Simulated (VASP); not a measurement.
# Rb (Im-3m) in VASP: further runs

Aim: see how the results for Rb move with the level of theory and the settings. Levels: r2SCAN, PBE. Tasks: electric field gradients.

All numbers are computed with VASP 6.6.1; they aren't measurements. Logs are shortened: lines on timing, memory, paths and dates and some standing lists are left out, and cuts for length are marked.

## 1. The cell of the first run

It takes space group Im-3m (No. 229, cubic). Conventional cell: a = 5.612 Å, b = 5.612 Å, c = 5.612 Å, α = 90.00°, β = 90.00°, γ = 90.00°.

## 2. Electric field gradients, r2SCAN

File POSCAR:

```
Rb
1.0
   -2.8060000000      2.8060000000      2.8060000000
    2.8060000000     -2.8060000000      2.8060000000
    2.8060000000      2.8060000000     -2.8060000000
Rb
1
Direct
    0.0000000000      0.0000000000      0.0000000000
```

File INCAR.step1:

```
PREC     = Accurate       # precision mode
ENCUT    = 520            # plane-wave cutoff, eV
ISMEAR   = -1             # smearing method
SIGMA    = 0.05           # smearing width, eV
LREAL    = F              # projectors in reciprocal space
LASPH    = T              # aspherical terms in the spheres
NELM     = 80             # most SCF steps
NBANDS   = 10             # bands
GGA      = PE             # functional
ALGO     = Normal         # electronic algorithm
EDIFF    = 1E-4           # SCF threshold, eV
LWAVE    = T              # write WAVECAR
LCHARG   = F              # write CHGCAR
```

File INCAR.step2:

```
PREC     = Accurate       # precision mode
ENCUT    = 520            # plane-wave cutoff, eV
EDIFF    = 1E-8           # SCF threshold, eV
ISMEAR   = -1             # smearing method
SIGMA    = 0.05           # smearing width, eV
LREAL    = F              # projectors in reciprocal space
LASPH    = T              # aspherical terms in the spheres
NELM     = 80             # most SCF steps
ALGO     = Normal         # electronic algorithm
ISIF     = 2              # what is computed and relaxed
LWAVE    = F              # write WAVECAR
LCHARG   = F              # write CHGCAR
METAGGA  = R2SCAN         # meta-GGA
LMIXTAU  = T            
LEFG     = T            
NBANDS   = 10             # bands
ISTART   = 1
```

File KPOINTS:

```
regular mesh
0
Gamma
  8 8 8
```

Potentials or basis: VASP PAW PBE potentials, release 64 (Rb_sv).

Run with:

```
cat potpaw_PBE.64/Rb_sv/POTCAR > POTCAR
cp INCAR.step1 INCAR
mpirun -np 1 vasp_std > vasp.out
cp INCAR.step2 INCAR
mpirun -np 1 vasp_std > vasp.out
```

OUTCAR:

```text
PREC = Accurate
   ENCUT = 520
   EDIFF = 1E-8
   ISMEAR = -1
   LREAL = F
   LASPH = T
   NELM = 80
   ISIF = 2
   METAGGA = R2SCAN
   ISTART = 1

 ion  position               nearest neighbor table
   1  0.000  0.000  0.000-

  LATTYP: Found a body centered cubic cell.
 ALAT       =     5.6120000000

  Lattice vectors:

 A1 = (  -2.8060000000,   2.8060000000,   2.8060000000)
 A2 = (   2.8060000000,  -2.8060000000,   2.8060000000)
 A3 = (   2.8060000000,   2.8060000000,  -2.8060000000)

Analysis of symmetry for initial positions (statically):
=====================================================================
 Subroutine PRICEL returns:
 Original cell was already a primitive cell.

 Routine SETGRP: Setting up the symmetry group for a
 body centered cubic supercell.

 Subroutine GETGRP returns: Found 48 space group operations
 (whereof 48 operations were pure point group operations)
 out of a pool of 48 trial point group operations.

The static configuration has the point symmetry O_h .

Analysis of symmetry for dynamics (positions and initial velocities):
=====================================================================
 Subroutine PRICEL returns:
 Original cell was already a primitive cell.

 Routine SETGRP: Setting up the symmetry group for a
 body centered cubic supercell.

 Subroutine GETGRP returns: Found 48 space group operations
 (whereof 48 operations were pure point group operations)
 out of a pool of 48 trial point group operations.

The dynamic configuration has the point symmetry O_h .

 Subroutine INISYM returns: Found 48 space group operations
 (whereof 48 operations are pure point group operations),
 and found     1 'primitive' translations

----------------------------------------------------------------------------------------

                                     Primitive cell

  volume of cell :      88.3737

  direct lattice vectors                    reciprocal lattice vectors
[... 120 lines left out ...]
   NGX = 19   NGY = 19   NGZ = 19

 number of electron       9.0000000 magnetization

 Free energy of the ion-electron system (eV)
  ---------------------------------------------------
  ext. energy  EPLUGINS =         0.00000000
  ---------------------------------------------------
  free energy    TOTEN  =       -13.91323779 eV

  energy without entropy =      -13.90319305  energy(sigma->0) =      -13.90821542

 E-fermi :   0.1729     XC(G=0):  -5.7969

 val. band max:        0.1212020708   @ k =   0.2500   0.2500   0.0000
 cond. band min:       0.2453061291   @ k =   0.3750   0.1250   0.0000
 fundamental gap:      0.1241040583
 Fermi energy:         0.1728995450

 k-point     1 :       0.0000    0.0000    0.0000
  band No.  band energies     occupation
      1     -29.9249      2.00000
      2     -13.4113      2.00000
      3     -13.4113      2.00000
      4     -13.4113      2.00000
      5      -1.9906      2.00000
      6       4.2785      0.00000
      7       4.2785      0.00000
      8       4.2785      0.00000
      9       5.2735      0.00000
     10       5.2735      0.00000
[... 287 lines left out ...]
 k-point    24 :      -0.3750    0.3750    0.2500
  band No.  band energies     occupation
      1     -29.9183      2.00000
      2     -13.4915      2.00000
      3     -13.4611      2.00000
      4     -13.4509      2.00000
      5       0.2455      0.37908
      6       1.9275      0.00000
      7       3.4116      0.00000
      8       3.4217      0.00000
      9       4.6560      0.00000
     10       5.8679      0.00000

 [... further k-points ...]

------------------------ aborting loop because EDIFF is reached ----------------------------------------

  FORCE on cell =-STRESS in cart. coord.  units (eV):
  Direction    XX          YY          ZZ          XY          YZ          ZX
  --------------------------------------------------------------------------------------
  -------------------------------------------------------------------------------------
  Total        0.1250139      0.1250139      0.1250139     -0.0000000      0.0000000     -0.0000000
  in kB        2.2664485      2.2664485      2.2664485     -0.0000000      0.0000000     -0.0000000
  external PRESSURE =       2.2664485 kB  Pullay stress =       0.0000000 kB

 VOLUME and BASIS-vectors are now :
 -----------------------------------------------------------------------------
  energy-cutoff  :      520.00
  volume of cell :       88.37
      direct lattice vectors                 reciprocal lattice vectors
    -2.806000000  2.806000000  2.806000000     0.000000000  0.178189594  0.178189594
     2.806000000 -2.806000000  2.806000000     0.178189594  0.000000000  0.178189594
     2.806000000  2.806000000 -2.806000000     0.178189594  0.178189594  0.000000000

 POSITION                                       TOTAL-FORCE (eV/Angst)
 -----------------------------------------------------------------------------------
      0.00000      0.00000      0.00000         0.000000      0.000000     -0.000000
 -----------------------------------------------------------------------------------
    total drift:                               -0.000000      0.000000      0.000000

  FREE ENERGIE OF THE ION-ELECTRON SYSTEM (eV)
  ---------------------------------------------------
  free  energy   TOTEN  =       -13.9132377870 eV

  energy  without entropy=      -13.9031930527  energy(sigma->0) =      -13.90821542

 Electric field gradients (V/A^2)
---------------------------------------------------------------------
 ion       V_xx      V_yy      V_zz      V_xy      V_xz      V_yz
---------------------------------------------------------------------
   1       0.000    -0.000    -0.000     0.000     0.000     0.000
---------------------------------------------------------------------

 Electric field gradients after diagonalization (V/A^2)
 (convention: |V_zz| > |V_xx| > |V_yy|)
----------------------------------------------------------------------
 ion       V_xx      V_yy      V_zz     asymmetry (V_yy - V_xx)/ V_zz
----------------------------------------------------------------------
   1      -0.000    -0.000     0.000       0.000
----------------------------------------------------------------------

           NMR quadrupolar parameters

 Cq : quadrupolar parameter    Cq=e*Q*V_zz/h
 eta: asymmetry parameters     (V_yy - V_xx)/ V_zz
 Q  : nuclear electric quadrupole moment in mb (millibarn)
----------------------------------------------------------------------
 ion       Cq(MHz)       eta       Q (mb)
----------------------------------------------------------------------
   1       0.000       0.000       1.000
----------------------------------------------------------------------
```

OSZICAR.step1:

```text
N       E                     dE             d eps       ncg     rms          rms(c)
DAV:   1     0.449625343784E+02    0.44963E+02   -0.32534E+03   580   0.652E+02
DAV:   2     0.182161064327E+01   -0.43141E+02   -0.42099E+02   650   0.128E+02
DAV:   3    -0.848580019333E+00   -0.26702E+01   -0.26657E+01   724   0.330E+01
DAV:   4    -0.931158357276E+00   -0.82578E-01   -0.82505E-01   824   0.542E+00
DAV:   5    -0.933159361056E+00   -0.20010E-02   -0.20010E-02   790   0.671E-01    0.128E+00
DAV:   6    -0.933579422197E+00   -0.42006E-03   -0.20110E-03   794   0.257E-01    0.775E-01
DAV:   7    -0.934433875847E+00   -0.85445E-03   -0.32752E-03   682   0.327E-01    0.479E-02
DAV:   8    -0.934543014605E+00   -0.10914E-03   -0.13271E-04   664   0.927E-02    0.177E-02
DAV:   9    -0.934553262185E+00   -0.10248E-04   -0.88490E-06   346   0.240E-02
   1 F= -.93455326E+00 E0= -.92919532E+00  d E =-.107159E-01
```

Wall time 4.6 min (1 thread of Intel Xeon 8259CL, shared host); peak memory 0.22 GiB.

Results:

```
Free energy                             : -13.9132 eV
Pressure                                : 0.2 GPa
Band gap on the k mesh                  : zero (an odd number of electrons rules out a gap without spin polarisation)
Largest electric field gradient by atom : under 0.05 V/Å² on every atom
```

Caveat: the PAW data sets were made with another functional, which shifts forces and pressure a little.

## 3. Electric field gradients, PBE, non-collinear spin, zero start, spin-orbit coupling

File INCAR:

```
SYSTEM = Rb
ALGO = Normal ; EDIFF = 1E-8
ENCUT = 520 ; GGA = PE
GGA_COMPAT = .False. ; ISIF = 2
ISMEAR = -1 ; LASPH = .True.
LCHARG = .False. ; LEFG = .True.
LNONCOLLINEAR = .True. ; LORBIT = 11
LORBMOM = .True. ; LREAL = .False.
LSORBIT = .True. ; LWAVE = .False.
MAGMOM = 0 0 0 ; NBANDS = 20
NELM = 150 ; PREC = Accurate
SIGMA = 0.05
```

File KPOINTS:

```
k-points
0
Gamma
  8 8 8
  0 0 0
```

POSCAR is that of step 2.

Potentials or basis: VASP PAW PBE potentials, release 64 (Rb_sv).

Run with:

```
cat potpaw_PBE.64/Rb_sv/POTCAR > POTCAR
mpirun -np 1 vasp_ncl > vasp.out
```

OUTCAR:

```text
SYSTEM = Rb
   EDIFF = 1E-8
   ENCUT = 520
   GGA = PE
   ISIF = 2
   ISMEAR = -1
   LASPH = .True.
   LNONCOLLINEAR = .True.
   LORBIT = 11
   LREAL = .False.
   LSORBIT = .True.
   NELM = 150
   PREC = Accurate

 ion  position               nearest neighbor table
   1  0.000  0.000  0.000-

  LATTYP: Found a body centered cubic cell.
 ALAT       =     5.6120000000

  Lattice vectors:

 A1 = (  -2.8060000000,   2.8060000000,   2.8060000000)
 A2 = (   2.8060000000,  -2.8060000000,   2.8060000000)
 A3 = (   2.8060000000,   2.8060000000,  -2.8060000000)

Analysis of symmetry for initial positions (statically):
=====================================================================
 Subroutine PRICEL returns:
 Original cell was already a primitive cell.

 Routine SETGRP: Setting up the symmetry group for a
 body centered cubic supercell.

 Subroutine GETGRP returns: Found 48 space group operations
 (whereof 48 operations were pure point group operations)
 out of a pool of 48 trial point group operations.

The static configuration has the point symmetry O_h .

Analysis of symmetry for dynamics (positions and initial velocities):
=====================================================================
 Subroutine PRICEL returns:
[... 787 lines left out ...]
----------------------------------------------------------------------

 orbital moment (x)

 # of ion     p       d       tot
 ----------------------------------------
  1         0.000   0.000   0.000
 ----------------------------------------
            0.000   0.000   0.000

 orbital moment (y)

 # of ion     p       d       tot
 ----------------------------------------
  1         0.000  -0.000  -0.000
 ----------------------------------------
            0.000  -0.000  -0.000

 orbital moment (z)

 # of ion     p       d       tot
 ----------------------------------------
  1         0.000   0.000   0.000
 ----------------------------------------
            0.000   0.000   0.000

 Spin-Orbit-Coupling matrix elements

 Ion:    1  E_soc:     -0.0531426
 l=   1
     0.0000000    -0.0088571    -0.0088571
    -0.0088571     0.0000000    -0.0088571
    -0.0088571    -0.0088571     0.0000000
 l=   2
     0.0000000     0.0000001     0.0000000     0.0000001    -0.0000001
     0.0000001     0.0000000    -0.0000001     0.0000001    -0.0000000
     0.0000000    -0.0000001     0.0000000    -0.0000001     0.0000000
     0.0000001     0.0000001    -0.0000001     0.0000000    -0.0000000
    -0.0000001    -0.0000000     0.0000000    -0.0000000     0.0000000
 l=   3
     0.0000000     0.0000000     0.0000000     0.0000000     0.0000000     0.0000000     0.0000000
     0.0000000     0.0000000     0.0000000     0.0000000     0.0000000     0.0000000     0.0000000
     0.0000000     0.0000000     0.0000000     0.0000000     0.0000000     0.0000000     0.0000000
     0.0000000     0.0000000     0.0000000     0.0000000     0.0000000     0.0000000     0.0000000
     0.0000000     0.0000000     0.0000000     0.0000000     0.0000000     0.0000000     0.0000000
     0.0000000     0.0000000     0.0000000     0.0000000     0.0000000     0.0000000     0.0000000
     0.0000000     0.0000000     0.0000000     0.0000000     0.0000000     0.0000000     0.0000000

 total charge

# of ion       s       p       d       tot
------------------------------------------
    1        1.965   5.320   0.005   7.290

 magnetization (x)

# of ion       s       p       d       tot
------------------------------------------
    1        0.000  -0.000  -0.000   0.000

 magnetization (y)

# of ion       s       p       d       tot
------------------------------------------
    1        0.000   0.000  -0.000  -0.000

 magnetization (z)

# of ion       s       p       d       tot
------------------------------------------
    1        0.000  -0.000  -0.000  -0.000
```

OSZICAR:

```text
N       E                     dE             d eps       ncg     rms          rms(c)
DAV:   1     0.505558108594E+02    0.50556E+02   -0.32471E+03  1160   0.690E+02
DAV:   2     0.416723920716E+01   -0.46389E+02   -0.44557E+02  1464   0.151E+02
DAV:   3    -0.614013366717E+00   -0.47813E+01   -0.47599E+01  1732   0.428E+01
DAV:   4    -0.956999479759E+00   -0.34299E+00   -0.34279E+00  1784   0.812E+00
DAV:   5    -0.959812360624E+00   -0.28129E-02   -0.28121E-02  1540   0.756E-01    0.201E+00
DAV:   6    -0.960191588433E+00   -0.37923E-03   -0.23219E-03  1600   0.283E-01    0.121E+00
DAV:   7    -0.960546667402E+00   -0.35508E-03   -0.47912E-04  1580   0.134E-01    0.715E-01
DAV:   8    -0.961054507407E+00   -0.50784E-03   -0.10246E-03  1300   0.204E-01    0.359E-02
DAV:   9    -0.961120836336E+00   -0.66329E-04   -0.55539E-05  1420   0.519E-02    0.173E-02
DAV:  10    -0.961133115816E+00   -0.12279E-04   -0.12400E-05  1476   0.254E-02    0.454E-03
DAV:  11    -0.961132744978E+00    0.37084E-06   -0.10477E-06  1496   0.670E-03    0.261E-03
DAV:  12    -0.961132609770E+00    0.13521E-06   -0.35442E-07  1636   0.344E-03    0.332E-04
DAV:  13    -0.961132649453E+00   -0.39683E-07   -0.22143E-08  1388   0.991E-04    0.161E-04
DAV:  14    -0.961132639561E+00    0.98918E-08   -0.64727E-09  1052   0.381E-04
   1 F= -.96113264E+00 E0= -.95577361E+00  d E =-.107181E-01  mag=    -0.0000    -0.0000     0.0000
```

Wall time 5.5 min (1 thread of Intel Xeon 8259CL, shared host); peak memory 0.41 GiB.

Results:

```yaml
Free_energy: -0.9611 eV
Pressure: 0.1 GPa
Net_moment: 0.00 μB per cell
Largest_electric_field_gradient_by_atom: under 0.05 V/Å² on every atom
Valence_electrons_inside_the_program's_atomic_spheres: Rb 7.29
```

Moments on the atoms (μB; x, y, z):
```
Rb  0.00 0.00 0.00
```

The gap in the log of VASP goes by the Fermi energy; the results here count the filled bands.